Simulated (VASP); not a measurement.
# BaTlBr3 (Pm-3m) in VASP: single point with r2SCAN

Aim: the single point of BaTlBr3 with r2SCAN.

All numbers are computed with VASP 6.6.1; they aren't measurements. Logs are shortened: lines on timing, memory, paths and dates and some standing lists are left out, and cuts for length are marked.

## 1. The cell of the first run

It takes space group Pm-3m (No. 221, cubic). Conventional cell: a = 6.352 Å, b = 6.352 Å, c = 6.352 Å, α = 90.00°, β = 90.00°, γ = 90.00°. Tl (site symmetry m-3m) has 12 Br at 4.49 Å and 8 Ba at 5.50 Å within 5.9 Å. Ba (site symmetry m-3m) has 6 Br at 3.18 Å within 4.2 Å. Within 4.2 Å of Br (site symmetry 4/mmm) lie 2 Ba at 3.18 Å.

## 2. Single point, r2SCAN (volume changed by +6%)

Contents of POSCAR:

```
BaTlBr3
1.0
    6.3515621957      0.0000000000      0.0000000000
    0.0000000000      6.3515621957      0.0000000000
    0.0000000000      0.0000000000      6.3515621957
Tl Ba Br
1 1 3
Direct
    0.0000000000      0.0000000000      0.0000000000
    0.5000000000      0.5000000000      0.5000000000
    0.5000000000      0.5000000000      0.0000000000
    0.5000000000      0.0000000000      0.5000000000
    0.0000000000      0.5000000000      0.5000000000
```

Contents of INCAR.step1:

```
SYSTEM = BaTlBr3
  PREC = Accurate
  ENCUT = 520
  ISMEAR = 0
  SIGMA = 0.01
  LREAL = .FALSE.
  LASPH = .TRUE.
  NELM = 100
  NBANDS = 30
  GGA = PE
  ALGO = Normal
  EDIFF = 1E-4
  LWAVE = .TRUE.
  LCHARG = .FALSE.
```

Contents of INCAR.step2:

```
SYSTEM = BaTlBr3
  PREC = Accurate
  ENCUT = 520
  EDIFF = 1E-6
  ISMEAR = 0
  SIGMA = 0.01
  LREAL = .FALSE.
  LASPH = .TRUE.
  NELM = 100
  ALGO = Normal
  ISIF = 2
  LWAVE = .FALSE.
  LCHARG = .FALSE.
  METAGGA = R2SCAN
  LMIXTAU = .TRUE.
  NBANDS = 30
  ISTART = 1
```

Contents of KPOINTS:

```
Automatic mesh
0
G
  4 4 4
  0 0 0
```

Potentials or basis: VASP PAW PBE potentials, release 64 (Tl_d, Ba_sv, Br).

Command:

```console
> cat potpaw_PBE.64/Tl_d/POTCAR potpaw_PBE.64/Ba_sv/POTCAR potpaw_PBE.64/Br/POTCAR > POTCAR
> cp INCAR.step1 INCAR
> mpirun -np 1 vasp_std > vasp.out
> cp INCAR.step2 INCAR
> mpirun -np 1 vasp_std > vasp.out
```

OUTCAR:

```text
SYSTEM = BaTlBr3
   PREC = Accurate
   ENCUT = 520
   EDIFF = 1E-6
   ISMEAR = 0
   LREAL = .FALSE.
   LASPH = .TRUE.
   NELM = 100
   ISIF = 2
   METAGGA = R2SCAN
   ISTART = 1

 ion  position               nearest neighbor table
   1  0.000  0.000  0.000-
   2  0.500  0.500  0.500-   3 3.18   4 3.18   5 3.18   3 3.18   4 3.18   5 3.18
   3  0.500  0.500  0.000-   2 3.18   2 3.18
   4  0.500  0.000  0.500-   2 3.18   2 3.18
   5  0.000  0.500  0.500-   2 3.18   2 3.18

  LATTYP: Found a simple cubic cell.
 ALAT       =     6.3515621957

  Lattice vectors:

 A1 = (   6.3515621957,   0.0000000000,   0.0000000000)
 A2 = (   0.0000000000,   6.3515621957,   0.0000000000)
 A3 = (   0.0000000000,   0.0000000000,   6.3515621957)

Analysis of symmetry for initial positions (statically):
=====================================================================
 Subroutine PRICEL returns:
 Original cell was already a primitive cell.

 Routine SETGRP: Setting up the symmetry group for a
 simple cubic supercell.

 Subroutine GETGRP returns: Found 48 space group operations
 (whereof 48 operations were pure point group operations)
 out of a pool of 48 trial point group operations.

The static configuration has the point symmetry O_h .

Analysis of symmetry for dynamics (positions and initial velocities):
=====================================================================
 Subroutine PRICEL returns:
 Original cell was already a primitive cell.

 Routine SETGRP: Setting up the symmetry group for a
 simple cubic supercell.

 Subroutine GETGRP returns: Found 48 space group operations
 (whereof 48 operations were pure point group operations)
 out of a pool of 48 trial point group operations.

The dynamic configuration has the point symmetry O_h .

 Subroutine INISYM returns: Found 48 space group operations
 (whereof 48 operations are pure point group operations),
 and found     1 'primitive' translations

----------------------------------------------------------------------------------------

                                     Primitive cell

  volume of cell :     256.2369

  direct lattice vectors                    reciprocal lattice vectors
     6.351562196  0.000000000  0.000000000     0.157441582  0.000000000  0.000000000
     0.000000000  6.351562196  0.000000000     0.000000000  0.157441582  0.000000000
     0.000000000  0.000000000  6.351562196     0.000000000  0.000000000  0.157441582

  length of vectors
     6.351562196  6.351562196  6.351562196     0.157441582  0.157441582  0.157441582

  position of ions in fractional coordinates (direct lattice)
     0.000000000  0.000000000  0.000000000
     0.500000000  0.500000000  0.500000000
     0.500000000  0.500000000  0.000000000
     0.500000000  0.000000000  0.500000000
     0.000000000  0.500000000  0.500000000

  ion indices of the primitive-cell ions
   primitive index   ion index
                 1           1
                 2           2
                 3           3
                 4           4
                 5           5

----------------------------------------------------------------------------------------

 KPOINTS: Automatic mesh

Automatic generation of k-mesh.
 Grid dimensions read from file:
 generate k-points for:    4    4    4

 Generating k-lattice:

  Cartesian coordinates                     Fractional coordinates (reciprocal lattice)
     0.039360395  0.000000000  0.000000000     0.250000000  0.000000000  0.000000000
     0.000000000  0.039360395  0.000000000     0.000000000  0.250000000  0.000000000
     0.000000000  0.000000000  0.039360395     0.000000000  0.000000000  0.250000000

  Length of vectors
     0.039360395  0.039360395  0.039360395

  Shift w.r.t. Gamma in fractional coordinates (k-lattice)
     0.000000000  0.000000000  0.000000000

 Subroutine IBZKPT returns following result:
 ===========================================

 Found     10 irreducible k-points:

 Following reciprocal coordinates:
            Coordinates               Weight
  0.000000  0.000000  0.000000      1.000000
  0.250000  0.000000  0.000000      6.000000
  0.500000  0.000000  0.000000      3.000000
  0.250000  0.250000  0.000000     12.000000
  0.500000  0.250000  0.000000     12.000000
  0.500000  0.500000  0.000000      3.000000
  0.250000  0.250000  0.250000      8.000000
  0.500000  0.250000  0.250000     12.000000
  0.500000  0.500000  0.250000      6.000000
  0.500000  0.500000  0.500000      1.000000
   k-points           NKPTS =     10   k-points in BZ     NKDIM =     10   number of bands    NBANDS=     30
   number of dos      NEDOS =    301   number of ions     NIONS =      5
   total plane-waves  NPLWV = 110592
   dimension x,y,z NGX =    48 NGY =   48 NGZ =   48
   dimension x,y,z NGXF=    96 NGYF=   96 NGZF=   96
   ions per type =               1   1   3
   NGX,Y,Z   is equivalent  to a cutoff of  12.56, 12.56, 12.56 a.u.
   NGXF,Y,Z  is equivalent  to a cutoff of  25.13, 25.13, 25.13 a.u.
 SYSTEM =  BaTlBr3
   PREC   = accura    normal or accurate (medium, high low for compatibility)
   ISTART =      1    job   : 0-new  1-cont  2-samecut
   ICHARG =      0    charge: 1-file 2-atom 10-const
   ISPIN  =      1    spin polarized calculation?
   LNONCOLLINEAR =      F non collinear calculations
   LSORBIT =      F    spin-orbit coupling
   LASPH  =      T    aspherical Exc in radial PAW
   ENCUT  =  520.0 eV  38.22 Ry    6.18 a.u.  11.81 11.81 11.81*2*pi/ulx,y,z
   NELM   =    100;   NELMIN=  2; NELMDL=  0     # of ELM steps
   EDIFF  = 0.1E-05   stopping-criterion for ELM
   LREAL  =      F    real-space projection
   EDIFFG = 0.1E-04   stopping-criterion for IOM
   NSW    =      0    number of steps for IOM
   IBRION =     -1    ionic relax: 0-MD 1-quasi-New 2-CG
   NFREE  =      0    steps in history (QN), initial steepest desc. (CG)
   ISIF   =      2    stress and relaxation
   ISYM   =      2    0-nonsym 1-usesym 2-fastsym
   POTIM  = 0.5000    time-step for ionic-motion
   TEBEG  =    0.0;   TEEND  =   0.0 temperature during run
   PSTRESS=    0.0 pullay stress
   NELECT =      44.0000    total number of electrons
   NUPDOWN=      -1.0000    fix difference up-down
   EMIN   =  10.00;   EMAX   =-10.00  energy-range for DOS
   EFERMI =   0.00;   METHOD = LEGACY
   ISMEAR =     0;   SIGMA  =   0.01  broadening in eV -4-tet -1-fermi 0-gaus
   EFERMI_NEDOS =   21; number of points for ismear=-14 and -15
   IALGO  =     38    algorithm
   IMIX   =      4    mixing-type and parameters
     AMIX     =   0.40;   BMIX     =  1.00
     AMIX_MAG =   1.60;   BMIX_MAG =  1.00
  volume/ion in A,a.u.               =      51.25       345.83
  Fermi-wavevector in a.u.,A,eV,Ry     =   0.909938  1.719534 11.265451  0.827987
  Thomas-Fermi vector in A             =   2.034042
   LORBIT       =      0    0 simple, 1 ext, 2 COOP (PROOUT), +10 PAW based schemes
   METAGGA = R2SCAN    functional components
   LHFCALC =     F    Hartree Fock is set to
   AEXX    =    0.0000 exact exchange contribution
   IVDW    =     0    specifies the selected vdW correction
   LEPSILON=     F    determine dielectric tensor
   LRPA    =     F    only Hartree local field effects (RPA)
 non-spin polarized calculation
 Gauss-broadening in eV      SIGMA  =   0.01
  energy-cutoff  :      520.00
  volume of cell :      256.24
 maximum number of plane-waves:      6931
 NGX is ok and might be reduce to    48
   NGX = 23   NGY = 23   NGZ = 23

 number of electron      44.0000000 magnetization

 Free energy of the ion-electron system (eV)
  ---------------------------------------------------
  ext. energy  EPLUGINS =         0.00000000
  ---------------------------------------------------
  free energy    TOTEN  =      -127.67365336 eV

  energy without entropy =     -127.67365336  energy(sigma->0) =     -127.67365336

 E-fermi :  -1.8954     XC(G=0):  -6.9809

 val. band max:       -1.9554587630   @ k =   0.5000   0.5000   0.5000
 cond. band min:       1.4191501117   @ k =   0.5000   0.0000   0.0000
 fundamental gap:      3.3746088747
 Fermi energy:        -1.8954487674

 k-point     1 :       0.0000    0.0000    0.0000
  band No.  band energies     occupation
      1     -28.1078      2.00000
      2     -14.8253      2.00000
      3     -14.7546      2.00000
      4     -14.7546      2.00000
      5     -13.0372      2.00000
      6     -13.0372      2.00000
[... 22 lines left out ...]
     29       3.9631      0.00000
     30       4.9492      0.00000

 k-point     2 :       0.2500    0.0000    0.0000
  band No.  band energies     occupation
      1     -28.1073      2.00000
      2     -14.9300      2.00000
      3     -14.7974      2.00000
      4     -14.7541      2.00000
      5     -13.0374      2.00000
      6     -13.0371      2.00000
[... 22 lines left out ...]
     29       4.7070      0.00000
     30       5.0929      0.00000

 k-point     3 :       0.5000    0.0000    0.0000
  band No.  band energies     occupation
      1     -28.1069      2.00000
      2     -15.0483      2.00000
      3     -14.8005      2.00000
      4     -14.7537      2.00000
      5     -13.0377      2.00000
      6     -13.0373      2.00000
[... 22 lines left out ...]
     29       5.1749      0.00000
     30       5.4124      0.00000

 k-point     4 :       0.2500    0.2500    0.0000
  band No.  band energies     occupation
      1     -28.1069      2.00000
      2     -14.9388      2.00000
      3     -14.9152      2.00000
      4     -14.7743      2.00000
      5     -13.0374      2.00000
      6     -13.0371      2.00000
[... 154 lines left out ...]
     29       5.9799      0.00000
     30       6.2046      0.00000

 k-point     9 :       0.5000    0.5000    0.2500
  band No.  band energies     occupation
      1     -28.1055      2.00000
      2     -15.0464      2.00000
      3     -15.0464      2.00000
      4     -14.9243      2.00000
      5     -13.0370      2.00000
      6     -13.0367      2.00000
[... 22 lines left out ...]
     29       5.5504      0.00000
     30       6.4340      0.00000

 k-point    10 :       0.5000    0.5000    0.5000
  band No.  band energies     occupation
      1     -28.1050      2.00000
      2     -15.0460      2.00000
      3     -15.0460      2.00000
      4     -15.0460      2.00000
      5     -13.0367      2.00000
      6     -13.0367      2.00000
[... 22 lines left out ...]
     29       5.5977      0.00000
     30       5.5977      0.00000

------------------------ aborting loop because EDIFF is reached ----------------------------------------

  FORCE on cell =-STRESS in cart. coord.  units (eV):
  Direction    XX          YY          ZZ          XY          YZ          ZX
  --------------------------------------------------------------------------------------
  -------------------------------------------------------------------------------------
  Total       -1.0420516     -1.0420516     -1.0420516     -0.0000000     -0.0000000      0.0000000
  in kB       -6.5156562     -6.5156562     -6.5156562     -0.0000000     -0.0000000      0.0000000
  external PRESSURE =      -6.5156562 kB  Pullay stress =       0.0000000 kB

 VOLUME and BASIS-vectors are now :
 -----------------------------------------------------------------------------
  energy-cutoff  :      520.00
  volume of cell :      256.24
      direct lattice vectors                 reciprocal lattice vectors
     6.351562196  0.000000000  0.000000000     0.157441582  0.000000000  0.000000000
     0.000000000  6.351562196  0.000000000     0.000000000  0.157441582  0.000000000
     0.000000000  0.000000000  6.351562196     0.000000000  0.000000000  0.157441582

 POSITION                                       TOTAL-FORCE (eV/Angst)
 -----------------------------------------------------------------------------------
      0.00000      0.00000      0.00000         0.000000      0.000000      0.000000
      3.17578      3.17578      3.17578         0.000000      0.000000      0.000000
      3.17578      3.17578      0.00000         0.000000      0.000000      0.000000
      3.17578      0.00000      3.17578         0.000000      0.000000      0.000000
      0.00000      3.17578      3.17578         0.000000      0.000000      0.000000
 -----------------------------------------------------------------------------------
    total drift:                                0.000000     -0.000000     -0.000000

  FREE ENERGIE OF THE ION-ELECTRON SYSTEM (eV)
  ---------------------------------------------------
  free  energy   TOTEN  =      -127.6736533566 eV

  energy  without entropy=     -127.6736533566  energy(sigma->0) =     -127.67365336
```

Run time: 3.6 min. Hardware: 1 thread of Oxide Virtual Turin-like, shared host; peak memory 0.37 GiB.

Results:

```
Free energy            : -127.6737 eV
Pressure               : -0.7 GPa
Band gap on the k mesh : 3.37 eV, indirect (least direct gap 3.58 eV)
```

Caveat: the PAW data sets were made with another functional, which shifts forces and pressure a little; spin-orbit coupling is left out, which moves the levels of the heavy elements. A k mesh can miss the band edges.
